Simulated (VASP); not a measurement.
# Ca (Fm-3m) in VASP: notebook

The runs below take Ca through single point, with PBEsol.

Everything below comes from runs of VASP 6.6.1. Logs are shortened: lines on timing, memory, paths and dates and some standing lists are left out, and cuts for length are marked.

### 1 The cell of the first run

Symmetry: Fm-3m, No. 225, cubic system. Conventional cell: a = 5.601 Å, b = 5.601 Å, c = 5.601 Å, α = 90.00°, β = 90.00°, γ = 90.00°. Ca (site symmetry m-3m) has 12 Ca at 3.96 Å within 5.2 Å.

### 2 Single point, PBEsol

INCAR

```
PREC = Accurate
ENCUT = 500
EDIFF = 1E-6
ISMEAR = 0
SIGMA = 0.1
LREAL = False
LASPH = True
NELM = 120
ALGO = Normal
ISIF = 2
LWAVE = False
LCHARG = True
GGA = PS
LELF = True
LVHAR = True
NBANDS = 11
GGA_COMPAT = False
```

KPOINTS

```
regular mesh
0
Gamma
  6 6 6
```

POSCAR

```
Ca
1.0
    0.0000000000      2.8005000000      2.8005000000
    2.8005000000      0.0000000000      2.8005000000
    2.8005000000      2.8005000000      0.0000000000
Ca
1
Direct
    0.0000000000      0.0000000000      0.0000000000
```

Potentials or basis: VASP PAW PBE potentials, release 64 (Ca_sv).

On the command line:

```console
cat potpaw_PBE.64/Ca_sv/POTCAR > POTCAR
mpirun -np 1 vasp_std > vasp.out
```

OUTCAR:

```text
PREC = Accurate
   ENCUT = 500
   EDIFF = 1E-6
   ISMEAR = 0
   LREAL = False
   LASPH = True
   NELM = 120
   ISIF = 2
   GGA = PS

 ion  position               nearest neighbor table
   1  0.000  0.000  0.000-

  LATTYP: Found a face centered cubic cell.
 ALAT       =     5.6010000000

  Lattice vectors:

 A1 = (   0.0000000000,   2.8005000000,   2.8005000000)
 A2 = (   2.8005000000,   0.0000000000,   2.8005000000)
 A3 = (   2.8005000000,   2.8005000000,   0.0000000000)

Analysis of symmetry for initial positions (statically):
=====================================================================
 Subroutine PRICEL returns:
 Original cell was already a primitive cell.

 Routine SETGRP: Setting up the symmetry group for a
 face centered cubic supercell.

 Subroutine GETGRP returns: Found 48 space group operations
 (whereof 48 operations were pure point group operations)
 out of a pool of 48 trial point group operations.

The static configuration has the point symmetry O_h .

Analysis of symmetry for dynamics (positions and initial velocities):
=====================================================================
 Subroutine PRICEL returns:
 Original cell was already a primitive cell.

 Routine SETGRP: Setting up the symmetry group for a
 face centered cubic supercell.

 Subroutine GETGRP returns: Found 48 space group operations
 (whereof 48 operations were pure point group operations)
 out of a pool of 48 trial point group operations.

The dynamic configuration has the point symmetry O_h .

 Subroutine INISYM returns: Found 48 space group operations
 (whereof 48 operations are pure point group operations),
 and found     1 'primitive' translations

----------------------------------------------------------------------------------------

                                     Primitive cell

  volume of cell :      43.9275

  direct lattice vectors                    reciprocal lattice vectors
     0.000000000  2.800500000  2.800500000    -0.178539547  0.178539547  0.178539547
     2.800500000  0.000000000  2.800500000     0.178539547 -0.178539547  0.178539547
     2.800500000  2.800500000  0.000000000     0.178539547  0.178539547 -0.178539547

  length of vectors
     3.960505081  3.960505081  3.960505081     0.309239566  0.309239566  0.309239566

  position of ions in fractional coordinates (direct lattice)
     0.000000000  0.000000000  0.000000000

  ion indices of the primitive-cell ions
   primitive index   ion index
                 1           1

----------------------------------------------------------------------------------------

 KPOINTS: regular mesh

Automatic generation of k-mesh.
 Grid dimensions read from file:
 generate k-points for:    6    6    6

 Generating k-lattice:

  Cartesian coordinates                     Fractional coordinates (reciprocal lattice)
    -0.029756591  0.029756591  0.029756591     0.166666667  0.000000000  0.000000000
     0.029756591 -0.029756591  0.029756591     0.000000000  0.166666667  0.000000000
     0.029756591  0.029756591 -0.029756591     0.000000000  0.000000000  0.166666667

  Length of vectors
     0.051539928  0.051539928  0.051539928

  Shift w.r.t. Gamma in fractional coordinates (k-lattice)
     0.000000000  0.000000000  0.000000000

 Subroutine IBZKPT returns following result:
 ===========================================

 Found     16 irreducible k-points:

 Following reciprocal coordinates:
            Coordinates               Weight
  0.000000  0.000000  0.000000      1.000000
  0.166667  0.000000  0.000000      8.000000
  0.333333  0.000000  0.000000      8.000000
  0.500000  0.000000  0.000000      4.000000
  0.166667  0.166667  0.000000      6.000000
  0.333333  0.166667  0.000000     24.000000
[... 8 lines left out ...]
 -0.333333  0.333333  0.166667     24.000000
 -0.333333  0.500000  0.166667     12.000000
   k-points           NKPTS =     16   k-points in BZ     NKDIM =     16   number of bands    NBANDS=     11
   number of dos      NEDOS =    301   number of ions     NIONS =      1
   total plane-waves  NPLWV =  27000
   dimension x,y,z NGX =    30 NGY =   30 NGZ =   30
   dimension x,y,z NGXF=    60 NGYF=   60 NGZF=   60
   ions per type =               1
   NGX,Y,Z   is equivalent  to a cutoff of  12.59, 12.59, 12.59 a.u.
   NGXF,Y,Z  is equivalent  to a cutoff of  25.19, 25.19, 25.19 a.u.
 SYSTEM =  unknown system
   PREC   = accura    normal or accurate (medium, high low for compatibility)
   ISTART =      0    job   : 0-new  1-cont  2-samecut
   ICHARG =      2    charge: 1-file 2-atom 10-const
   ISPIN  =      1    spin polarized calculation?
   LNONCOLLINEAR =      F non collinear calculations
   LSORBIT =      F    spin-orbit coupling
   LASPH  =      T    aspherical Exc in radial PAW
   ENCUT  =  500.0 eV  36.75 Ry    6.06 a.u.   7.22  7.22  7.22*2*pi/ulx,y,z
   NELM   =    120;   NELMIN=  2; NELMDL= -5     # of ELM steps
   EDIFF  = 0.1E-05   stopping-criterion for ELM
   LREAL  =      F    real-space projection
[... 7 lines left out ...]
   TEBEG  =    0.0;   TEEND  =   0.0 temperature during run
   PSTRESS=    0.0 pullay stress
   NELECT =      10.0000    total number of electrons
   NUPDOWN=      -1.0000    fix difference up-down
   EMIN   =  10.00;   EMAX   =-10.00  energy-range for DOS
   EFERMI =   0.00;   METHOD = LEGACY
   ISMEAR =     0;   SIGMA  =   0.10  broadening in eV -4-tet -1-fermi 0-gaus
   EFERMI_NEDOS =   21; number of points for ismear=-14 and -15
   IALGO  =     38    algorithm
   IMIX   =      4    mixing-type and parameters
     AMIX     =   0.40;   BMIX     =  1.00
     AMIX_MAG =   1.60;   BMIX_MAG =  1.00
  volume/ion in A,a.u.               =      43.93       296.44
  Fermi-wavevector in a.u.,A,eV,Ry     =   0.999607  1.888983 13.595132  0.999214
  Thomas-Fermi vector in A             =   2.131908
   LORBIT       =      0    0 simple, 1 ext, 2 COOP (PROOUT), +10 PAW based schemes
   GGA     = PS    functional components
   LHFCALC =     F    Hartree Fock is set to
   AEXX    =    0.0000 exact exchange contribution
   IVDW    =     0    specifies the selected vdW correction
   LEPSILON=     F    determine dielectric tensor
   LRPA    =     F    only Hartree local field effects (RPA)
 non-spin polarized calculation
 Gauss-broadening in eV      SIGMA  =   0.10
  energy-cutoff  :      500.00
  volume of cell :       43.93
 maximum number of plane-waves:      1139
 NGX is ok and might be reduce to    30
   NGX = 15   NGY = 15   NGZ = 15

 number of electron      10.0000000 magnetization

 number of electron       9.9999997 magnetization

 Free energy of the ion-electron system (eV)
  ---------------------------------------------------
  ext. energy  EPLUGINS =         0.00000000
  ---------------------------------------------------
  free energy    TOTEN  =        -2.09940037 eV

  energy without entropy =       -2.08341308  energy(sigma->0) =       -2.09140672

 E-fermi :   1.7801     XC(G=0):  -7.6822

 val. band max:        1.7520143938   @ k =  -0.3333   0.5000   0.1667
 cond. band min:       1.8225368317   @ k =  -0.3333   0.3333   0.1667
 fundamental gap:      0.0705224380
 Fermi energy:         1.7800658095

 k-point     1 :       0.0000    0.0000    0.0000
  band No.  band energies     occupation
      1     -40.1866      2.00000
      2     -21.1841      2.00000
      3     -21.1841      2.00000
      4     -21.1841      2.00000
      5      -2.2226      2.00000
      6       4.0163      0.00000
      7       4.0163      0.00000
      8       4.0163      0.00000
      9       5.0450      0.00000
     10       5.0450      0.00000
     11      10.6932      0.00000

 k-point     2 :       0.1667    0.0000    0.0000
  band No.  band energies     occupation
      1     -40.1837      2.00000
      2     -21.2147      2.00000
      3     -21.1883      2.00000
      4     -21.1883      2.00000
      5      -1.7698      2.00000
      6       3.5707      0.00000
      7       4.1443      0.00000
      8       4.1443      0.00000
      9       4.9603      0.00000
     10       4.9603      0.00000
     11      10.1730      0.00000

 k-point     3 :       0.3333    0.0000    0.0000
  band No.  band energies     occupation
      1     -40.1780      2.00000
      2     -21.2754      2.00000
      3     -21.1968      2.00000
      4     -21.1968      2.00000
      5      -0.5393      2.00000
      6       2.6044      0.00000
      7       4.0475      0.00000
      8       4.0475      0.00000
      9       5.3184      0.00000
     10       5.3184      0.00000
     11       7.7553      0.00000

 k-point     4 :       0.5000    0.0000    0.0000
  band No.  band energies     occupation
      1     -40.1751      2.00000
      2     -21.3053      2.00000
      3     -21.2010      2.00000
      4     -21.2010      2.00000
      5       0.7536      2.00000
      6       1.5554      1.99851
      7       3.9098      0.00000
      8       3.9098      0.00000
      9       5.7036      0.00000
     10       5.7036      0.00000
     11       6.7162      0.00000
[... 127 lines left out ...]
 k-point    14 :       0.5000    0.3333    0.1667
  band No.  band energies     occupation
      1     -40.1742      2.00000
      2     -21.2744      2.00000
      3     -21.2335      2.00000
      4     -21.2115      2.00000
      5       0.4462      2.00000
      6       2.5914      0.00000
      7       3.0700      0.00000
      8       4.6065      0.00000
      9       5.1284      0.00000
     10       5.9405      0.00000
     11       7.6871      0.00000

 k-point    15 :      -0.3333    0.3333    0.1667
  band No.  band energies     occupation
      1     -40.1723      2.00000
      2     -21.2783      2.00000
      3     -21.2481      2.00000
      4     -21.2184      2.00000
      5       1.7504      1.32565
      6       1.8225      0.54809
      7       2.8599      0.00000
      8       4.4196      0.00000
      9       5.5214      0.00000
     10       6.3512      0.00000
     11       6.4011      0.00000

 k-point    16 :      -0.3333    0.5000    0.1667
  band No.  band energies     occupation
      1     -40.1713      2.00000
      2     -21.2811      2.00000
      3     -21.2462      2.00000
      4     -21.2295      2.00000
      5       1.7520      1.30842
      6       2.3541      0.00000
      7       2.4991      0.00000
      8       4.6009      0.00000
      9       5.8791      0.00000
     10       6.3350      0.00000
     11       6.7701      0.00000

------------------------ aborting loop because EDIFF is reached ----------------------------------------

  FORCE on cell =-STRESS in cart. coord.  units (eV):
  Direction    XX          YY          ZZ          XY          YZ          ZX
  --------------------------------------------------------------------------------------
  -------------------------------------------------------------------------------------
  Total       -0.3646210     -0.3646210     -0.3646210     -0.0000000      0.0000000      0.0000000
  in kB      -13.2988945    -13.2988945    -13.2988945     -0.0000000      0.0000000      0.0000000
  external PRESSURE =     -13.2988945 kB  Pullay stress =       0.0000000 kB

 VOLUME and BASIS-vectors are now :
 -----------------------------------------------------------------------------
  energy-cutoff  :      500.00
  volume of cell :       43.93
      direct lattice vectors                 reciprocal lattice vectors
     0.000000000  2.800500000  2.800500000    -0.178539547  0.178539547  0.178539547
     2.800500000  0.000000000  2.800500000     0.178539547 -0.178539547  0.178539547
     2.800500000  2.800500000  0.000000000     0.178539547  0.178539547 -0.178539547

 POSITION                                       TOTAL-FORCE (eV/Angst)
 -----------------------------------------------------------------------------------
      0.00000      0.00000      0.00000        -0.000000      0.000000     -0.000000
 -----------------------------------------------------------------------------------
    total drift:                               -0.000000     -0.000000     -0.000000

  FREE ENERGIE OF THE ION-ELECTRON SYSTEM (eV)
  ---------------------------------------------------
  free  energy   TOTEN  =        -2.0994003664 eV

  energy  without entropy=       -2.0834130820  energy(sigma->0) =       -2.09140672
```

Wall time 14 s (1 thread of Oxide Virtual Turin-like, shared host); peak memory 0.13 GiB.

Results:

```yaml
Free_energy: -2.0994 eV
Pressure: -1.3 GPa
Band_gap_on_the_k_mesh: zero (bands 5 and 6 overlap by 0.20 eV)
```

Caveat: the PAW data sets were made with another functional, which shifts forces and pressure a little.

[end of part 1 of 2]

The gap in the log of VASP goes by the Fermi energy; the results here count the filled bands.